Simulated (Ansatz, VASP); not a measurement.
One calculation of MgB2, two programs

File INCAR:

```
SYSTEM = MgB2
PREC = Accurate ; ENCUT = 600
EDIFF = 1E-7 ; ISMEAR = 0
SIGMA = 0.1 ; LREAL = .FALSE.
LASPH = .TRUE. ; NELM = 100
ALGO = Normal ; ISIF = 3
LWAVE = .FALSE. ; LCHARG = .FALSE.
GGA = PE ; IBRION = 2
NSW = 100 ; EDIFFG = -0.01
```

File KPOINTS:

```
regular mesh
0
G
  16 16 12
  0 0 0
```

Contents of POSCAR:

```
MgB2
1.0
    2.8427238367      0.0000000000      0.0000000000
    0.0000000000      2.8427238367      0.0000000000
    0.0000000000      0.0000000000      3.9409103703
Mg B
1 2
Direct
    0.0000000000      0.0000000000      0.5000000000
    0.0000000000      0.5000000000      0.0000000000
    0.5000000000      0.0000000000      0.0000000000
```

Input for Ansatz:

```yaml
crystal:
  lattice:
    - [2.8427238367, 0.0, 0.0]
    - [0.0, 2.8427238367, 0.0]
    - [0.0, 0.0, 3.9409103703]
  atoms:
    - { symbol: Mg, position: [0.0, 0.0, 0.5] }
    - { symbol: B, position: [0.0, 0.5, 0.0] }
    - { symbol: B, position: [0.5, 0.0, 0.0] }
basis:
  ecutwfc: 420
kpoints:
  mp_grid: { grid: [16, 16, 12] }
hamiltonian:
  xc: pbe
scf:
  occupations: { method: gaussian, width: 0.1 }
output:
  forces: true
  stress: true
  eigenvalues: true
  write_density: true
  write_potential: true
  elf: true
  volumetric_format: npy
relax:
  adjacent_minimum: "off"
  f_tol: 0.01
  max_steps: 80
  cell: { stress_tol: 0.05 }
```

Change from the starting cell: species swapped into the In2Ag type (I4/mcm, No. 140).

Alike in both runs: task relaxation of cell and atoms; functional PBE; k mesh 16 × 16 × 12; occupations gaussian, width 0.1 eV; no spin polarisation.

```csv
,VASP,Ansatz
version,VASP 6.6.1,Ansatz 0.2.0
potentials or method,"VASP PAW PBE potentials, release 64 (Mg, B), cutoff 600 eV","scalar-relativistic, plane waves, PAW"
valence electrons in the cell,8,16
```

Ansatz gave:

| Quantity | Value |
| --- | --- |
| gap on the k mesh at the Fermi level, each at its own relaxed structure (eV) | none |
| relaxed volume (Å³/atom) | 10.62 |
| relaxed length of the cell vector where the two differ most in proportion (Å) | 3.925 |

Task: Estimate VASP's values.

Result: gap on the k mesh at the Fermi level, each at its own relaxed structure (eV): none; relaxed volume (Å³/atom): 10.62; relaxed length of the cell vector where the two differ most in proportion (Å): 3.922.

A gap of «none» marks a metal or a gap that the smearing closes. VASP's potentials hold 8 valence electrons a cell and Ansatz's 16, so a difference there can come from the potentials and not from the codes.
